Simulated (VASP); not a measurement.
# Rb4I3Cl (Pm-3m) in VASP: single point with PBE

Aim: the single point of Rb4I3Cl with PBE.

All numbers are computed with VASP 6.6.1; they aren't measurements. Logs are shortened: lines on timing, memory, paths and dates and some standing lists are left out, and cuts for length are marked.

### 1 The cell of the first run

Symmetry: Pm-3m, No. 221, cubic system. The conventional cell has a = 7.177 Å, b = 7.177 Å, c = 7.177 Å, α = 90.00°, β = 90.00°, γ = 90.00°. Within 4.7 Å of Rb (site symmetry m-3m) lie 6 I at 3.59 Å. Within 4.7 Å of Rb (site symmetry 4/mmm) lie 4 I at 3.59 Å and 2 Cl at 3.59 Å. Within 4.7 Å of I (site symmetry 4/mmm) lie 6 Rb at 3.59 Å. Within 4.7 Å of Cl (site symmetry m-3m) lie 6 Rb at 3.59 Å.

### 2 Single point, PBE

Input file INCAR:

```
SYSTEM = Rb4I3Cl
PREC = Accurate ; ENCUT = 520
EDIFF = 1E-6 ; ISMEAR = 1
SIGMA = 0.034 ; LREAL = .False.
LASPH = .True. ; NELM = 60
ALGO = Normal ; ISIF = 2
LWAVE = .False. ; LCHARG = .True.
GGA = PE ; LELF = .True.
LVHAR = .True. ; NBANDS = 42
```

Input file KPOINTS:

```
Automatic mesh
0
Gamma
  4 4 4
  0 0 0
```

Input file POSCAR:

```
Rb4I3Cl
1.0
    7.1767780000      0.0000000000      0.0000000000
    0.0000000000      7.1767780000      0.0000000000
    0.0000000000      0.0000000000      7.1767780000
Rb I Cl
4 3 1
Direct
    0.0000000000      0.0000000000      0.0000000000
    0.5000000000      0.5000000000      0.0000000000
    0.5000000000      0.0000000000      0.5000000000
    0.0000000000      0.5000000000      0.5000000000
    0.0000000000      0.5000000000      0.0000000000
    0.0000000000      0.0000000000      0.5000000000
    0.5000000000      0.0000000000      0.0000000000
    0.5000000000      0.5000000000      0.5000000000
```

Potentials or basis: VASP PAW PBE potentials, release 64 (Rb_sv, I, Cl).

Command:

```bash
cat potpaw_PBE.64/Rb_sv/POTCAR potpaw_PBE.64/I/POTCAR potpaw_PBE.64/Cl/POTCAR > POTCAR
mpirun -np 1 vasp_std > vasp.out
```

OUTCAR:

```text
SYSTEM = Rb4I3Cl
   PREC = Accurate
   ENCUT = 520
   EDIFF = 1E-6
   ISMEAR = 1
   LREAL = .False.
   LASPH = .True.
   NELM = 60
   ISIF = 2
   GGA = PE

 ion  position               nearest neighbor table
   1  0.000  0.000  0.000-   5 3.59   6 3.59   7 3.59   6 3.59   5 3.59   7 3.59   3 5.07   4 5.07
                             2 5.07   2 5.07   4 5.07   3 5.07   4 5.07   2 5.07   3 5.07   4 5.07
   2  0.500  0.500  0.000-   5 3.59   7 3.59   8 3.59   8 3.59   7 3.59   5 3.59   3 5.07   4 5.07
                             1 5.07   1 5.07   3 5.07   3 5.07   3 5.07   1 5.07   4 5.07   4 5.07
   3  0.500  0.000  0.500-   6 3.59   7 3.59   8 3.59   7 3.59   8 3.59   6 3.59   1 5.07   2 5.07
                             1 5.07   2 5.07   4 5.07   2 5.07   2 5.07   1 5.07   4 5.07   4 5.07
   4  0.000  0.500  0.500-   5 3.59   6 3.59   8 3.59   5 3.59   6 3.59   8 3.59   1 5.07   2 5.07
                             1 5.07   1 5.07   3 5.07   2 5.07   1 5.07   2 5.07   3 5.07   3 5.07
   5  0.000  0.500  0.000-   1 3.59   2 3.59   4 3.59   4 3.59   1 3.59   2 3.59
   6  0.000  0.000  0.500-   1 3.59   3 3.59   4 3.59   1 3.59   4 3.59   3 3.59
   7  0.500  0.000  0.000-   1 3.59   2 3.59   3 3.59   3 3.59   2 3.59   1 3.59
   8  0.500  0.500  0.500-   2 3.59   3 3.59   4 3.59   2 3.59   3 3.59   4 3.59

  LATTYP: Found a simple cubic cell.
 ALAT       =     7.1767780000

  Lattice vectors:

 A1 = (   7.1767780000,   0.0000000000,   0.0000000000)
 A2 = (   0.0000000000,   7.1767780000,   0.0000000000)
 A3 = (   0.0000000000,   0.0000000000,   7.1767780000)

Analysis of symmetry for initial positions (statically):
=====================================================================
 Subroutine PRICEL returns:
 Original cell was already a primitive cell.

 Routine SETGRP: Setting up the symmetry group for a
 simple cubic supercell.

 Subroutine GETGRP returns: Found 48 space group operations
 (whereof 48 operations were pure point group operations)
 out of a pool of 48 trial point group operations.

The static configuration has the point symmetry O_h .

Analysis of symmetry for dynamics (positions and initial velocities):
=====================================================================
 Subroutine PRICEL returns:
 Original cell was already a primitive cell.

 Routine SETGRP: Setting up the symmetry group for a
 simple cubic supercell.

 Subroutine GETGRP returns: Found 48 space group operations
 (whereof 48 operations were pure point group operations)
 out of a pool of 48 trial point group operations.

The dynamic configuration has the point symmetry O_h .

 Subroutine INISYM returns: Found 48 space group operations
 (whereof 48 operations are pure point group operations),
 and found     1 'primitive' translations

----------------------------------------------------------------------------------------

                                     Primitive cell

  volume of cell :     369.6482

  direct lattice vectors                    reciprocal lattice vectors
     7.176778000  0.000000000  0.000000000     0.139338294  0.000000000  0.000000000
     0.000000000  7.176778000  0.000000000     0.000000000  0.139338294  0.000000000
     0.000000000  0.000000000  7.176778000     0.000000000  0.000000000  0.139338294

  length of vectors
     7.176778000  7.176778000  7.176778000     0.139338294  0.139338294  0.139338294

  position of ions in fractional coordinates (direct lattice)
     0.000000000  0.000000000  0.000000000
     0.500000000  0.500000000  0.000000000
     0.500000000  0.000000000  0.500000000
     0.000000000  0.500000000  0.500000000
     0.000000000  0.500000000  0.000000000
     0.000000000  0.000000000  0.500000000
     0.500000000  0.000000000  0.000000000
     0.500000000  0.500000000  0.500000000

  ion indices of the primitive-cell ions
   primitive index   ion index
                 1           1
                 2           2
                 3           3
                 4           4
                 5           5
                 6           6
                 7           7
                 8           8

----------------------------------------------------------------------------------------

 KPOINTS: Automatic mesh

Automatic generation of k-mesh.
 Grid dimensions read from file:
 generate k-points for:    4    4    4

 Generating k-lattice:

  Cartesian coordinates                     Fractional coordinates (reciprocal lattice)
     0.034834573  0.000000000  0.000000000     0.250000000  0.000000000  0.000000000
     0.000000000  0.034834573  0.000000000     0.000000000  0.250000000  0.000000000
     0.000000000  0.000000000  0.034834573     0.000000000  0.000000000  0.250000000

  Length of vectors
     0.034834573  0.034834573  0.034834573

  Shift w.r.t. Gamma in fractional coordinates (k-lattice)
     0.000000000  0.000000000  0.000000000

 Subroutine IBZKPT returns following result:
 ===========================================

 Found     10 irreducible k-points:

 Following reciprocal coordinates:
            Coordinates               Weight
  0.000000  0.000000  0.000000      1.000000
  0.250000  0.000000  0.000000      6.000000
  0.500000  0.000000  0.000000      3.000000
  0.250000  0.250000  0.000000     12.000000
  0.500000  0.250000  0.000000     12.000000
  0.500000  0.500000  0.000000      3.000000
  0.250000  0.250000  0.250000      8.000000
  0.500000  0.250000  0.250000     12.000000
  0.500000  0.500000  0.250000      6.000000
  0.500000  0.500000  0.500000      1.000000
   k-points           NKPTS =     10   k-points in BZ     NKDIM =     10   number of bands    NBANDS=     42
   number of dos      NEDOS =    301   number of ions     NIONS =      8
   total plane-waves  NPLWV = 157464
   dimension x,y,z NGX =    54 NGY =   54 NGZ =   54
   dimension x,y,z NGXF=   108 NGYF=  108 NGZF=  108
   ions per type =               4   3   1
   NGX,Y,Z   is equivalent  to a cutoff of  12.51, 12.51, 12.51 a.u.
   NGXF,Y,Z  is equivalent  to a cutoff of  25.02, 25.02, 25.02 a.u.
 SYSTEM =  Rb4I3Cl
   PREC   = accura    normal or accurate (medium, high low for compatibility)
   ISTART =      0    job   : 0-new  1-cont  2-samecut
   ICHARG =      2    charge: 1-file 2-atom 10-const
   ISPIN  =      1    spin polarized calculation?
   LNONCOLLINEAR =      F non collinear calculations
   LSORBIT =      F    spin-orbit coupling
   LASPH  =      T    aspherical Exc in radial PAW
   ENCUT  =  520.0 eV  38.22 Ry    6.18 a.u.  13.34 13.34 13.34*2*pi/ulx,y,z
   NELM   =     60;   NELMIN=  2; NELMDL= -5     # of ELM steps
   EDIFF  = 0.1E-05   stopping-criterion for ELM
   LREAL  =      F    real-space projection
   EDIFFG = 0.1E-04   stopping-criterion for IOM
   NSW    =      0    number of steps for IOM
   IBRION =     -1    ionic relax: 0-MD 1-quasi-New 2-CG
   NFREE  =      0    steps in history (QN), initial steepest desc. (CG)
   ISIF   =      2    stress and relaxation
   ISYM   =      2    0-nonsym 1-usesym 2-fastsym
   POTIM  = 0.5000    time-step for ionic-motion
   TEBEG  =    0.0;   TEEND  =   0.0 temperature during run
   PSTRESS=    0.0 pullay stress
   NELECT =      64.0000    total number of electrons
   NUPDOWN=      -1.0000    fix difference up-down
   EMIN   =  10.00;   EMAX   =-10.00  energy-range for DOS
   EFERMI =   0.00;   METHOD = LEGACY
   ISMEAR =     1;   SIGMA  =   0.03  broadening in eV -4-tet -1-fermi 0-gaus
   EFERMI_NEDOS =   21; number of points for ismear=-14 and -15
   IALGO  =     38    algorithm
   IMIX   =      4    mixing-type and parameters
     AMIX     =   0.40;   BMIX     =  1.00
     AMIX_MAG =   1.60;   BMIX_MAG =  1.00
  volume/ion in A,a.u.               =      46.21       311.81
  Fermi-wavevector in a.u.,A,eV,Ry     =   0.912442  1.724266 11.327538  0.832551
  Thomas-Fermi vector in A             =   2.036838
   LORBIT       =      0    0 simple, 1 ext, 2 COOP (PROOUT), +10 PAW based schemes
   GGA     = PE    functional components
   LHFCALC =     F    Hartree Fock is set to
   AEXX    =    0.0000 exact exchange contribution
   IVDW    =     0    specifies the selected vdW correction
   LEPSILON=     F    determine dielectric tensor
   LRPA    =     F    only Hartree local field effects (RPA)
 non-spin polarized calculation
 Methfessel and Paxton  Order N= 1 SIGMA  =   0.03
  energy-cutoff  :      520.00
  volume of cell :      369.65
 maximum number of plane-waves:     10003
 NGX is ok and might be reduce to    54
   NGX = 27   NGY = 27   NGZ = 27

 number of electron      64.0000001 magnetization

 Free energy of the ion-electron system (eV)
  ---------------------------------------------------
  ext. energy  EPLUGINS =         0.00000000
  ---------------------------------------------------
  free energy    TOTEN  =       -22.84730374 eV

  energy without entropy =      -22.84757703  energy(sigma->0) =      -22.84739484

 E-fermi :  -0.8271     XC(G=0):  -7.0352

 val. band max:       -0.8509960299   @ k =   0.0000   0.0000   0.0000
 cond. band min:       3.2127499597   @ k =   0.0000   0.0000   0.0000
 fundamental gap:      4.0637459896
 Fermi energy:        -0.8271214683

 k-point     1 :       0.0000    0.0000    0.0000
  band No.  band energies     occupation
      1     -25.7701      2.00000
      2     -25.7647      2.00000
      3     -25.7647      2.00000
      4     -25.7610      2.00000
      5     -12.9579      2.00000
      6     -11.2146      2.00000
[... 34 lines left out ...]
     41       5.7297      0.00000
     42       5.7297      0.00000

 k-point     2 :       0.2500    0.0000    0.0000
  band No.  band energies     occupation
      1     -25.7692      2.00000
      2     -25.7653      2.00000
      3     -25.7647      2.00000
      4     -25.7612      2.00000
      5     -12.9638      2.00000
      6     -11.2521      2.00000
[... 349 lines left out ...]
     41       7.0045      0.00000
     42       7.0354      0.00000

 k-point    10 :       0.5000    0.5000    0.5000
  band No.  band energies     occupation
      1     -25.7660      2.00000
      2     -25.7660      2.00000
      3     -25.7660      2.00000
      4     -25.7619      2.00000
      5     -12.9928      2.00000
      6     -11.4140      2.00000
[... 34 lines left out ...]
     41       7.6737      0.00000
     42       7.6741      0.00000

------------------------ aborting loop because EDIFF is reached ----------------------------------------

  FORCE on cell =-STRESS in cart. coord.  units (eV):
  Direction    XX          YY          ZZ          XY          YZ          ZX
  --------------------------------------------------------------------------------------
  -------------------------------------------------------------------------------------
  Total        1.8754568      1.8754568      1.8754568     -0.0000000      0.0000000     -0.0000000
  in kB        8.1288500      8.1288500      8.1288500     -0.0000000      0.0000000     -0.0000000
  external PRESSURE =       8.1288500 kB  Pullay stress =       0.0000000 kB

 VOLUME and BASIS-vectors are now :
 -----------------------------------------------------------------------------
  energy-cutoff  :      520.00
  volume of cell :      369.65
      direct lattice vectors                 reciprocal lattice vectors
     7.176778000  0.000000000  0.000000000     0.139338294  0.000000000  0.000000000
     0.000000000  7.176778000  0.000000000     0.000000000  0.139338294  0.000000000
     0.000000000  0.000000000  7.176778000     0.000000000  0.000000000  0.139338294

 POSITION                                       TOTAL-FORCE (eV/Angst)
 -----------------------------------------------------------------------------------
      0.00000      0.00000      0.00000         0.000000      0.000000      0.000000
      3.58839      3.58839      0.00000         0.000000      0.000000      0.000000
      3.58839      0.00000      3.58839         0.000000      0.000000      0.000000
      0.00000      3.58839      3.58839         0.000000      0.000000      0.000000
      0.00000      3.58839      0.00000         0.000000      0.000000      0.000000
      0.00000      0.00000      3.58839         0.000000      0.000000      0.000000
      3.58839      0.00000      0.00000         0.000000      0.000000      0.000000
      3.58839      3.58839      3.58839         0.000000      0.000000      0.000000
 -----------------------------------------------------------------------------------
    total drift:                                0.000000     -0.000000      0.000000

  FREE ENERGIE OF THE ION-ELECTRON SYSTEM (eV)
  ---------------------------------------------------
  free  energy   TOTEN  =       -22.8473037368 eV

  energy  without entropy=      -22.8475770325  energy(sigma->0) =      -22.84739484
```

Run time: 7.7 min. Hardware: 1 thread of AMD EPYC 7R43 (Zen 3), shared host; peak memory 0.4 GiB.

Results:

* Free energy: -22.8473 eV
* Pressure: 0.8 GPa
* Band gap on the k mesh: 4.06 eV

Caveat: spin-orbit coupling is left out, which moves the levels of the heavy elements. A k mesh can miss the band edges.
